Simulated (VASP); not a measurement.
Input of a VASP 6.6.1 run:

Contents of INCAR:

```
PREC     = Accurate       # precision mode
ENCUT    = 520            # plane-wave cutoff, eV
EDIFF    = 1E-6           # SCF threshold, eV
ISMEAR   = 0              # smearing method
SIGMA    = 0.01           # smearing width, eV
LREAL    = False          # projectors in reciprocal space
LASPH    = True           # aspherical terms in the spheres
NELM     = 100            # most SCF steps
ALGO     = Normal         # electronic algorithm
ISIF     = 2              # what is computed and relaxed
LWAVE    = False          # write WAVECAR
LCHARG   = False          # write CHGCAR
GGA      = PE             # functional
NBANDS   = 15             # bands
```

File KPOINTS:

```
regular mesh
0
Gamma
  6 6 6
```

Contents of POSCAR:

```
BaS
1.0
    0.0000000000      3.2119524045      3.2119524045
    3.2119524045      0.0000000000      3.2119524045
    3.2119524045      3.2119524045      0.0000000000
Ba S
1 1
Direct
    0.0000000000      0.0000000000      0.0000000000
    0.5000000000      0.5000000000      0.5000000000
```

Potentials or basis: VASP PAW PBE potentials, release 64 (Ba_sv, S).

Launch:

```console
$ cat potpaw_PBE.64/Ba_sv/POTCAR potpaw_PBE.64/S/POTCAR > POTCAR
$ mpirun -np 1 vasp_std > vasp.out
```

Q: Predict the band gap on the k mesh.

A: 2.13 eV, indirect (least direct gap 2.28 eV).

Q: What does it give for the pressure?

A: 0.6 GPa.

Caveat: spin-orbit coupling is left out, which moves the levels of the heavy elements. A k mesh can miss the band edges.
